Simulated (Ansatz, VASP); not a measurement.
# Two plane-wave programs on Ge

```
CELL_PARAMETERS angstrom
5.32170 0.00000 0.00000
0.00000 5.32170 0.00000
0.00000 0.00000 5.32170
ATOMIC_POSITIONS crystal
Ge 0.50000 0.50000 0.50000
Ge 0.00000 0.00000 0.00000
Ge 0.25000 0.00000 0.50000
Ge 0.50000 0.25000 0.00000
Ge 0.50000 0.75000 0.00000
Ge 0.75000 0.00000 0.50000
Ge 0.00000 0.50000 0.75000
Ge 0.00000 0.50000 0.25000
```

Alike in both runs: functional PBEsol; k mesh 8 × 8 × 8; occupations gaussian, width 0.1 eV; no spin polarisation.

Ansatz relaxed the structure, and its values are those at the end. VASP's run is a single point on that final structure, the one shown.

|  | VASP | Ansatz |
| --- | --- | --- |
| version | VASP 6.6.1 | Ansatz 0.2.0 |
| potentials or method | VASP PAW PBE potentials, release 64 (Ge_d), cutoff 520 eV | scalar-relativistic, plane waves, PAW |
| valence electrons in the cell | 112 | 112 |

|  | VASP | Ansatz | Ansatz less VASP |
| --- | --- | --- | --- |
| gap on the k mesh at the Fermi level (eV) | none | none | - |
| pressure (GPa) | 0.0 | 0.0 | +0.03 |

VASP's potentials were made for PBE, not for PBEsol. A gap of «none» marks a metal or a gap that the smearing closes.
